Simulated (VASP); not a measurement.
# GaSe (P6_3/mmc) in VASP: single point with PBE

Aim: the single point of GaSe with PBE.

All numbers are computed with VASP 6.6.1; they aren't measurements. Logs are shortened: lines on timing, memory, paths and dates and some standing lists are left out, and cuts for length are marked.

### 1 The cell of the first run

The structure is hexagonal, space group P6_3/mmc (No. 194). The conventional cell has a = 3.824 Å, b = 3.824 Å, c = 16.232 Å, α = 90.00°, β = 90.00°, γ = 120.00°. Within 3.4 Å of Ga (site symmetry 3m) lie 3 Se at 2.56 Å and 3 Ga at 3.30 Å. Se (site symmetry 3m) has 3 Ga at 2.56 Å and 1 Se at 3.06 Å within 3.4 Å.

### 2 Single point, PBE (25.69 Å³/atom)

File INCAR:

```
SYSTEM = GaSe
ALGO = Normal
EDIFF = 1E-6
ENCUT = 500
GGA = PE
GGA_COMPAT = .FALSE.
ISIF = 2
ISMEAR = -1
LASPH = .TRUE.
LCHARG = .TRUE.
LELF = .TRUE.
LREAL = .FALSE.
LVHAR = .TRUE.
LWAVE = .FALSE.
NBANDS = 48
NELM = 120
PREC = Accurate
SIGMA = 0.05
```

File KPOINTS:

```
k-points
0
G
  14 14 3
  0 0 0
```

File POSCAR:

```
GaSe
1.0
    3.8235501750      0.0000000000      0.0000000000
   -1.9117750875      3.3112915842      0.0000000000
    0.0000000000      0.0000000000     16.2322361330
Ga Se
4 4
Direct
    0.3333333333      0.6666666667      0.9244938780
    0.6666666667      0.3333333333      0.4244938780
    0.3333333333      0.6666666667      0.5755061220
    0.6666666667      0.3333333333      0.0755061220
    0.3333333333      0.6666666667      0.1557222759
    0.6666666667      0.3333333333      0.6557222759
    0.3333333333      0.6666666667      0.3442777241
    0.6666666667      0.3333333333      0.8442777241
```

Potentials or basis: VASP PAW PBE potentials, release 64 (Ga_d, Se).

Launch:

```sh
$ cat potpaw_PBE.64/Ga_d/POTCAR potpaw_PBE.64/Se/POTCAR > POTCAR
$ mpirun -np 1 vasp_std > vasp.out
```

OUTCAR:

```text
SYSTEM = GaSe
   EDIFF = 1E-6
   ENCUT = 500
   GGA = PE
   ISIF = 2
   ISMEAR = -1
   LASPH = .TRUE.
   LREAL = .FALSE.
   NELM = 120
   PREC = Accurate

 ion  position               nearest neighbor table
   1  0.333  0.667  0.924-   8 2.56   8 2.56   8 2.56
   2  0.667  0.333  0.424-   7 2.56   7 2.56   7 2.56
   3  0.333  0.667  0.576-   6 2.56   6 2.56   6 2.56
   4  0.667  0.333  0.076-   5 2.56   5 2.56   5 2.56
   5  0.333  0.667  0.156-   4 2.56   4 2.56   4 2.56
   6  0.667  0.333  0.656-   3 2.56   3 2.56   3 2.56
   7  0.333  0.667  0.344-   2 2.56   2 2.56   2 2.56
   8  0.667  0.333  0.844-   1 2.56   1 2.56   1 2.56

  LATTYP: Found a hexagonal cell.
 ALAT       =     3.8235501750
 C/A-ratio  =     4.2453310118

  Lattice vectors:

 A1 = (   3.8235501750,   0.0000000000,   0.0000000000)
 A2 = (  -1.9117750875,   3.3112915842,   0.0000000000)
 A3 = (   0.0000000000,   0.0000000000,  16.2322361330)

Analysis of symmetry for initial positions (statically):
=====================================================================
 Subroutine PRICEL returns:
 Original cell was already a primitive cell.

 Routine SETGRP: Setting up the symmetry group for a
 hexagonal supercell.

 Subroutine GETGRP returns: Found 24 space group operations
 (whereof 12 operations were pure point group operations)
 out of a pool of 24 trial point group operations.

The static configuration has the point symmetry D_3d.
 The point group associated with its full space group is D_6h.

Analysis of symmetry for dynamics (positions and initial velocities):
=====================================================================
 Subroutine PRICEL returns:
 Original cell was already a primitive cell.

 Routine SETGRP: Setting up the symmetry group for a
 hexagonal supercell.

 Subroutine GETGRP returns: Found 24 space group operations
 (whereof 12 operations were pure point group operations)
 out of a pool of 24 trial point group operations.

The dynamic configuration has the point symmetry D_3d.
 The point group associated with its full space group is D_6h.

 Subroutine INISYM returns: Found 24 space group operations
 (whereof 12 operations are pure point group operations),
 and found     1 'primitive' translations

----------------------------------------------------------------------------------------

                                     Primitive cell

  volume of cell :     205.5145

  direct lattice vectors                    reciprocal lattice vectors
     3.823550175  0.000000000  0.000000000     0.261537041  0.150998481  0.000000000
    -1.911775087  3.311291584  0.000000000     0.000000000  0.301996962  0.000000000
     0.000000000  0.000000000 16.232236133     0.000000000  0.000000000  0.061605807

  length of vectors
     3.823550175  3.823550175 16.232236133     0.301996962  0.301996962  0.061605807

  position of ions in fractional coordinates (direct lattice)
     0.333333333  0.666666667  0.924493878
     0.666666667  0.333333333  0.424493878
     0.333333333  0.666666667  0.575506122
     0.666666667  0.333333333  0.075506122
     0.333333333  0.666666667  0.155722276
     0.666666667  0.333333333  0.655722276
     0.333333333  0.666666667  0.344277724
     0.666666667  0.333333333  0.844277724

  ion indices of the primitive-cell ions
   primitive index   ion index
                 1           1
                 2           2
                 3           3
                 4           4
                 5           5
                 6           6
                 7           7
                 8           8

----------------------------------------------------------------------------------------

 KPOINTS: k-points

Automatic generation of k-mesh.
 Grid dimensions read from file:
 generate k-points for:   14   14    3

 Generating k-lattice:

  Cartesian coordinates                     Fractional coordinates (reciprocal lattice)
     0.018681217  0.010785606  0.000000000     0.071428571  0.000000000  0.000000000
     0.000000000  0.021571212  0.000000000     0.000000000  0.071428571  0.000000000
     0.000000000  0.000000000  0.020535269     0.000000000  0.000000000  0.333333333

  Length of vectors
     0.021571212  0.021571212  0.020535269

  Shift w.r.t. Gamma in fractional coordinates (k-lattice)
     0.000000000  0.000000000  0.000000000

 Subroutine IBZKPT returns following result:
 ===========================================

 Found     48 irreducible k-points:

 Following reciprocal coordinates:
            Coordinates               Weight
  0.000000  0.000000  0.000000      1.000000
  0.071429  0.000000  0.000000      6.000000
  0.142857  0.000000  0.000000      6.000000
  0.214286  0.000000  0.000000      6.000000
  0.285714  0.000000  0.000000      6.000000
  0.357143  0.000000  0.000000      6.000000
[... 16 lines left out ...]
  0.285714  0.285714  0.000000      6.000000
  0.357143  0.285714  0.000000      6.000000
 [... further k-points ...]
   k-points           NKPTS =     48   k-points in BZ     NKDIM =     48   number of bands    NBANDS=     48
   number of dos      NEDOS =    301   number of ions     NIONS =      8
   total plane-waves  NPLWV =  94080
   dimension x,y,z NGX =    28 NGY =   28 NGZ =  120
   dimension x,y,z NGXF=    56 NGYF=   56 NGZF=  240
   ions per type =               4   4
   NGX,Y,Z   is equivalent  to a cutoff of  12.17, 12.17, 12.29 a.u.
   NGXF,Y,Z  is equivalent  to a cutoff of  24.35, 24.35, 24.58 a.u.
 SYSTEM =  GaSe
   PREC   = accura    normal or accurate (medium, high low for compatibility)
   ISTART =      0    job   : 0-new  1-cont  2-samecut
   ICHARG =      2    charge: 1-file 2-atom 10-const
   ISPIN  =      1    spin polarized calculation?
   LNONCOLLINEAR =      F non collinear calculations
   LSORBIT =      F    spin-orbit coupling
   LASPH  =      T    aspherical Exc in radial PAW
   ENCUT  =  500.0 eV  36.75 Ry    6.06 a.u.   6.97  6.97 29.60*2*pi/ulx,y,z
   NELM   =    120;   NELMIN=  2; NELMDL= -5     # of ELM steps
   EDIFF  = 0.1E-05   stopping-criterion for ELM
   LREAL  =      F    real-space projection
   EDIFFG = 0.1E-04   stopping-criterion for IOM
   NSW    =      0    number of steps for IOM
   IBRION =     -1    ionic relax: 0-MD 1-quasi-New 2-CG
   NFREE  =      0    steps in history (QN), initial steepest desc. (CG)
   ISIF   =      2    stress and relaxation
   ISYM   =      2    0-nonsym 1-usesym 2-fastsym
   POTIM  = 0.5000    time-step for ionic-motion
   TEBEG  =    0.0;   TEEND  =   0.0 temperature during run
   PSTRESS=    0.0 pullay stress
   NELECT =      76.0000    total number of electrons
   NUPDOWN=      -1.0000    fix difference up-down
   EMIN   =  10.00;   EMAX   =-10.00  energy-range for DOS
   EFERMI =   0.00;   METHOD = LEGACY
   ISMEAR =    -1;   SIGMA  =   0.05  broadening in eV -4-tet -1-fermi 0-gaus
   EFERMI_NEDOS =   21; number of points for ismear=-14 and -15
   IALGO  =     38    algorithm
   IMIX   =      4    mixing-type and parameters
     AMIX     =   0.40;   BMIX     =  1.00
     AMIX_MAG =   1.60;   BMIX_MAG =  1.00
  volume/ion in A,a.u.               =      25.69       173.36
  Fermi-wavevector in a.u.,A,eV,Ry     =   1.175074  2.220568 18.786906  1.380799
  Thomas-Fermi vector in A             =   2.311461
   LORBIT       =      0    0 simple, 1 ext, 2 COOP (PROOUT), +10 PAW based schemes
   GGA     = PE    functional components
   LHFCALC =     F    Hartree Fock is set to
   AEXX    =    0.0000 exact exchange contribution
   IVDW    =     0    specifies the selected vdW correction
   LEPSILON=     F    determine dielectric tensor
   LRPA    =     F    only Hartree local field effects (RPA)
 non-spin polarized calculation
  energy-cutoff  :      500.00
  volume of cell :      205.51
 maximum number of plane-waves:      5243
 NGX is ok and might be reduce to    28
   NGX = 13   NGY = 13   NGZ = 59

 number of electron      76.0000013 magnetization

 Free energy of the ion-electron system (eV)
  ---------------------------------------------------
  ext. energy  EPLUGINS =         0.00000000
  ---------------------------------------------------
  free energy    TOTEN  =       -27.30950193 eV

  energy without entropy =      -27.27299893  energy(sigma->0) =      -27.29125043

 E-fermi :   3.0136     XC(G=0):  -9.1613

 val. band max:        3.0041109316   @ k =   0.3571   0.1429   0.0000
 cond. band min:       3.0147315950   @ k =   0.2143   0.2143   0.3333
 fundamental gap:      0.0106206634
 Fermi energy:         3.0136088305

 k-point     1 :       0.0000    0.0000    0.0000
  band No.  band energies     occupation
      1     -11.7599      2.00000
      2     -11.7553      2.00000
      3     -11.7551      2.00000
      4     -11.7551      2.00000
      5     -11.7550      2.00000
      6     -11.7550      2.00000
[... 40 lines left out ...]
     47       7.8738      0.00000
     48       7.8811      0.00000

 k-point     2 :       0.0714    0.0000    0.0000
  band No.  band energies     occupation
      1     -11.7749      2.00000
      2     -11.7699      2.00000
      3     -11.7682      2.00000
      4     -11.7635      2.00000
      5     -11.7535      2.00000
      6     -11.7534      2.00000
[... 40 lines left out ...]
     47       7.6686      0.00000
     48       7.9108      0.00000

 k-point     3 :       0.1429    0.0000    0.0000
  band No.  band energies     occupation
      1     -11.8116      2.00000
      2     -11.8002      2.00000
      3     -11.7977      2.00000
      4     -11.7858      2.00000
      5     -11.7494      2.00000
      6     -11.7492      2.00000
[... 40 lines left out ...]
     47       7.6903      0.00000
     48       7.7976      0.00000

 k-point     4 :       0.2143    0.0000    0.0000
  band No.  band energies     occupation
      1     -11.8518      2.00000
      2     -11.8348      2.00000
      3     -11.8321      2.00000
      4     -11.8143      2.00000
      5     -11.7454      2.00000
      6     -11.7453      2.00000
[... 958 lines left out ...]
     47       8.0424      0.00000
     48       8.2206      0.00000

 k-point    23 :       0.2857    0.2857    0.0000
  band No.  band energies     occupation
      1     -11.9234      2.00000
      2     -11.9196      2.00000
      3     -11.8983      2.00000
      4     -11.8944      2.00000
      5     -11.7648      2.00000
      6     -11.7644      2.00000
[... 40 lines left out ...]
     47       8.2069      0.00000
     48       8.2242      0.00000

 k-point    24 :       0.3571    0.2857    0.0000
  band No.  band energies     occupation
      1     -11.9254      2.00000
      2     -11.9217      2.00000
      3     -11.9002      2.00000
      4     -11.8964      2.00000
      5     -11.7666      2.00000
      6     -11.7663      2.00000
[... 40 lines left out ...]
     47       8.2515      0.00000
     48       8.3921      0.00000

 [... further k-points ...]

------------------------ aborting loop because EDIFF is reached ----------------------------------------

  FORCE on cell =-STRESS in cart. coord.  units (eV):
  Direction    XX          YY          ZZ          XY          YZ          ZX
  --------------------------------------------------------------------------------------
  -------------------------------------------------------------------------------------
  Total       -0.3653192     -0.3653192     -1.5327979      0.0000000     -0.0000000      0.0000000
  in kB       -2.8480036     -2.8480036    -11.9495876      0.0000000     -0.0000000      0.0000000
  external PRESSURE =      -5.8818649 kB  Pullay stress =       0.0000000 kB

 VOLUME and BASIS-vectors are now :
 -----------------------------------------------------------------------------
  energy-cutoff  :      500.00
  volume of cell :      205.51
      direct lattice vectors                 reciprocal lattice vectors
     3.823550175  0.000000000  0.000000000     0.261537041  0.150998481  0.000000000
    -1.911775087  3.311291584  0.000000000     0.000000000  0.301996962  0.000000000
     0.000000000  0.000000000 16.232236133     0.000000000  0.000000000  0.061605807

 POSITION                                       TOTAL-FORCE (eV/Angst)
 -----------------------------------------------------------------------------------
     -0.00000      2.20753     15.00660         0.000000     -0.000000      0.016794
      1.91178      1.10376      6.89048         0.000000     -0.000000      0.016794
     -0.00000      2.20753      9.34175         0.000000      0.000000     -0.016794
      1.91178      1.10376      1.22563        -0.000000      0.000000     -0.016794
     -0.00000      2.20753      2.52772        -0.000000     -0.000000      0.023695
      1.91178      1.10376     10.64384         0.000000     -0.000000      0.023695
     -0.00000      2.20753      5.58840         0.000000      0.000000     -0.023695
      1.91178      1.10376     13.70452         0.000000      0.000000     -0.023695
 -----------------------------------------------------------------------------------
    total drift:                               -0.000000      0.000000      0.000000

  FREE ENERGIE OF THE ION-ELECTRON SYSTEM (eV)
  ---------------------------------------------------
  free  energy   TOTEN  =       -27.3095019280 eV

  energy  without entropy=      -27.2729989255  energy(sigma->0) =      -27.29125043
```

Wall time 3.8 min (1 thread of Intel Xeon 6975P-C (Granite Rapids), shared host); peak memory 0.51 GiB.

What came out:

| Property | Result |
| --- | --- |
| Free energy | -27.3095 eV |
| Pressure | -0.6 GPa |
| Largest force | 0.024 eV/Å |
| Band gap on the k mesh | zero (bands 38 and 39 overlap by 1.31 eV) |

Forces in eV/Å, atoms in the order of the input:
```
Ga   0.000  0.000  0.017
Ga   0.000  0.000  0.017
Ga   0.000  0.000 -0.017
Ga   0.000  0.000 -0.017
Se   0.000  0.000  0.024
Se   0.000  0.000  0.024
Se   0.000  0.000 -0.024
Se   0.000  0.000 -0.024
```
